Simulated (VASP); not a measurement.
Zn2CrIn3Te8 (a cell with a defect): single point with PBE

Zn2CrIn3Te8 (a cell with a defect):

```
CELL_PARAMETERS angstrom
6.12200 0.00000 0.00000
0.00000 6.12200 0.00000
0.00000 0.00000 12.24000
ATOMIC_POSITIONS crystal
Cr 0.50000 0.50000 0.00000
In 0.00000 0.50000 0.25000
In 0.00000 0.00000 0.50000
In 0.50000 0.00000 0.75000
Zn 0.00000 0.00000 0.00000
Zn 0.50000 0.50000 0.50000
Te 0.25000 0.25000 0.12500
Te 0.75000 0.25000 0.37500
Te 0.75000 0.75000 0.12500
Te 0.25000 0.75000 0.37500
Te 0.75000 0.75000 0.62500
Te 0.25000 0.75000 0.87500
Te 0.25000 0.25000 0.62500
Te 0.75000 0.25000 0.87500
```

```
Program                : VASP 6.6.1
Task                   : single point
Functional             : PBE
Potentials or basis    : VASP PAW PBE potentials, release 64 (Cr_pv, In_d, Zn, Te)
Cutoff                 : 400 eV
k mesh                 : 2 × 2 × 1
Occupations            : fermi-dirac, width 0.05 eV
Spin                   : collinear spin
Starting moments       : [3.41, 0.01, 0.0, 0.01, 0.02, 0.0, -0.08, -0.01, -0.08, -0.01, -0.01, -0.08, -0.01, -0.08] μB
Dipole correction      : no
Further INCAR settings : ALGO = Normal; EDIFF = 1e-06; NBANDS = 78
```

```yaml
Pressure: 5.8 GPa
Largest_force: 1.788 eV/Å
Band_gap_on_the_k_mesh: zero (filled and empty bands overlap)
Net_moment: 3.00 μB per cell
Site_moments: Cr +3.20; In +0.02, +0.00 (each value once); Zn +0.02, -0.00; Te -0.09, -0.01 (each value once) μB
Valence_electrons_inside_the_program's_atomic_spheres: Cr 10.56; In 11.59, 11.58 (each value once); Zn 10.73; Te 3.45, 3.48 (each value once)
```

Forces on the atoms (eV/Å):
```
Cr   0.000  0.000  0.000
In   0.000  0.000 -0.064
In   0.000  0.000  0.000
In   0.000  0.000  0.064
Zn   0.000  0.000  0.000
Zn   0.000  0.000  0.000
Te   1.040 -0.787 -0.724
Te  -1.752 -0.239 -0.268
Te  -1.040  0.787 -0.724
Te   1.752  0.239 -0.268
Te   0.239 -1.752  0.268
Te  -0.787 -1.040  0.724
Te  -0.239  1.752  0.268
Te   0.787  1.040  0.724
```

Stress tensor (GPa, compression positive):
```
5.95 0.00 0.00
0.00 5.95 0.00
0.00 0.00 5.50
```

Levels at points of the mesh, in eV from the Fermi level:
Spin up:
| k point | band 60 | band 61 | band 62 | band 63 | band 64 | band 65 |
| --- | --- | --- | --- | --- | --- | --- |
| (0.00, 0.00, 0.00) | -1.15 | -0.94 | -0.94 | 0.31 | 0.38 | 0.38 |
| (0.50, 0.00, 0.00) | -1.17 | -1.14 | -0.52 | -0.44 | -0.03 | 0.05 |
| (0.50, 0.50, 0.00) | -0.86 | -0.51 | -0.37 | 0.13 | 0.13 | 0.13 |
Spin down:
| k point | band 58 | band 59 | band 60 | band 61 | band 62 | band 63 |
| --- | --- | --- | --- | --- | --- | --- |
| (0.00, 0.00, 0.00) | -0.76 | -0.68 | -0.68 | 0.85 | 1.10 | 1.24 |
| (0.50, 0.00, 0.00) | -1.24 | -1.02 | -1.02 | 1.37 | 1.46 | 1.71 |
| (0.50, 0.50, 0.00) | -0.88 | -0.84 | -0.76 | 0.94 | 1.50 | 1.60 |

Wall time 9.1 min on 1 thread of Intel Xeon 8259CL (shared host), peak memory 0.52 GiB.

Caveat: the k points lie up to 0.51 Å⁻¹ apart; spin-orbit coupling is left out, which moves the levels of the heavy elements.
